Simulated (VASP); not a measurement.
Wanted: the native input for a VASP 6.6.1 run.

* Task: single point
* Functional: PBE
* Potentials or basis: VASP PAW PBE potentials, release 64 (Bi_d, Te)
* Cutoff: 520 eV
* k mesh: 16 × 16 × 16
* Occupations: gaussian, width 0.1 eV
* Spin: no spin polarisation
* Dipole correction: no
* Further INCAR settings: ALGO = Normal; EDIFF = 1e-06; NBANDS = 18

The structure of BiTe lies in POSCAR:

```
BiTe
1.0
    0.0000000000      3.2350000000      3.2350000000
    3.2350000000      0.0000000000      3.2350000000
    3.2350000000      3.2350000000      0.0000000000
Bi Te
1 1
Direct
    0.0000000000      0.0000000000      0.0000000000
    0.5000000000      0.5000000000      0.5000000000
```

One way to write it, as run:

INCAR

```
SYSTEM = BiTe
  ALGO = Normal
  EDIFF = 1E-6
  ENCUT = 520
  GGA = PE
  ISIF = 2
  ISMEAR = 0
  LASPH = .TRUE.
  LCHARG = .FALSE.
  LREAL = .FALSE.
  LWAVE = .FALSE.
  NBANDS = 18
  NELM = 100
  PREC = Accurate
  SIGMA = 0.1
```

KPOINTS

```
k-points
0
G
  16 16 16
  0 0 0
```

Potentials or basis: VASP PAW PBE potentials, release 64 (Bi_d, Te).

Command:

```console
$ cat potpaw_PBE.64/Bi_d/POTCAR potpaw_PBE.64/Te/POTCAR > POTCAR
$ mpirun -np 1 vasp_std > vasp.out
```

Results of the run:

```
Pressure               : 0.7 GPa
Band gap on the k mesh : zero (an odd number of electrons rules out a gap without spin polarisation)
```

Caveat: spin-orbit coupling is left out, which moves the levels of the heavy elements.

Wall time 3.6 min on 1 thread of AMD EPYC 7R13, on a shared host, peak memory 0.3 GiB.
